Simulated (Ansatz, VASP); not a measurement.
One calculation of Si3N4, two programs

```
Si N
1.0
     0.00000    3.72310    3.72310
     3.72310    0.00000    3.72310
     3.72310    3.72310    0.00000
Si N
6 8
Direct
  0.12500 0.12500 0.12500
  0.62500 0.12500 0.12500
  0.12500 0.12500 0.62500
  0.12500 0.62500 0.12500
  0.50000 0.50000 0.50000
  0.75000 0.75000 0.75000
  0.88188 0.88188 0.88188
  0.89565 0.36812 0.36812
  0.88188 0.88188 0.35435
  0.36812 0.89565 0.36812
  0.35435 0.88188 0.88188
  0.36812 0.36812 0.36812
  0.88188 0.35435 0.88188
  0.36812 0.36812 0.89565
```

Alike in both runs: functional r2SCAN; k mesh 5 × 5 × 5; no spin polarisation.

Ansatz relaxed the structure, and its values are those at the end. VASP's run is a single point on that final structure, the one shown.

|  | VASP | Ansatz |
| --- | --- | --- |
| version | VASP 6.6.1 | Ansatz 0.2.0 |
| potentials or method | VASP PAW PBE potentials, release 64 (Si, N) | scalar-relativistic, plane waves, PAW |
| plane-wave cutoff (eV) | 520 | 500 |
| occupations | gaussian, width 0.01 eV | fixed |
| valence electrons in the cell | 64 | 64 |

Ansatz gave:

- gap on the k mesh at the Fermi level (eV): 4.52
- least direct gap on the mesh (eV): 4.52
- rms of the force components (eV/Å): 0.000

Which values does VASP return?

gap on the k mesh at the Fermi level (eV): 4.52; least direct gap on the mesh (eV): 4.52; rms of the force components (eV/Å): 0.012.

VASP's potentials were made for PBE, not for r2SCAN. Ansatz's warnings: stress scf threshold loose.
